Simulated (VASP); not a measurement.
The system is MgCd3O.

```xyz
5
Lattice="4.1925 0.0000 0.0000 0.0000 4.1925 0.0000 0.0000 0.0000 5.3050" Properties=species:S:1:pos:R:3 pbc="T T T"
Mg    0.0000    0.0000    0.0000
Cd    2.0963    2.0963    0.5618
Cd    0.0000    2.0963    2.6525
Cd    2.0963    0.0000    2.6525
O     2.0963    2.0963    3.5119
```

The cell was generated, and may not be a known phase.

* Program: VASP 6.6.1
* Task: relaxation of cell and atoms
* Functional: PBE
* Potentials or basis: VASP PAW PBE potentials, release 64 (Mg, Cd, O)
* Cutoff: 600 eV
* k mesh: 4 × 4 × 4
* Occupations: gaussian, width 0.1 eV
* Spin: no spin polarisation

At the start: pressure 6.9 GPa; volume 18.65 Å³/atom.

**Question.** Where does the relaxation end?

**Answer.** Over 14 steps the energy falls by 74.6 meV/atom and the volume is 20.43 Å³/atom (+9.6 %); space group P4mm (No. 99, to 0.1 Å) before and after.

The path:
| step | energy change (eV) | largest force (eV/Å) | pressure (GPa) | volume (Å³) |
| --- | --- | --- | --- | --- |
| 1 | 0.0000 | 1.3749 | 6.87 | 93.25 |
| 2 | -0.2996 | 0.4018 | -1.38 | 104.42 |
| 3 | -0.3000 | 0.4347 | -1.12 | 103.90 |
| 4 | -0.3352 | 0.2522 | -0.40 | 102.55 |
| 5 | -0.3403 | 0.2438 | 0.06 | 101.85 |
| 6 | -0.3477 | 0.2132 | 0.08 | 101.73 |
| 7 | -0.3572 | 0.1487 | 0.17 | 101.37 |
| 8 | -0.3608 | 0.1169 | -0.06 | 101.87 |
| 9 | -0.3645 | 0.1321 | -0.60 | 103.08 |
| 10 | -0.3664 | 0.1298 | -0.49 | 102.93 |
| 11 | -0.3706 | 0.1212 | -0.16 | 102.47 |
| 12 | -0.3709 | 0.1065 | 0.56 | 101.56 |
| 13 | -0.3721 | 0.1091 | 0.20 | 102.00 |
| 14 | -0.3731 | 0.0375 | 0.11 | 102.16 |

Final structure:
```
Mg Cd O
1.0
     4.41259    0.00000    0.00000
     0.00000    4.41259    0.00000
     0.00000    0.00000    5.24671
Mg Cd O
1 3 1
Direct
  0.00000 0.00000 0.04504
  0.50000 0.50000 0.08645
  0.00000 0.50000 0.48318
  0.50000 0.00000 0.48318
  0.50000 0.50000 0.67005
```

Caveat: the k points lie up to 0.36 Å⁻¹ apart in the final cell, too coarse for converged energies and pressures of a metal.
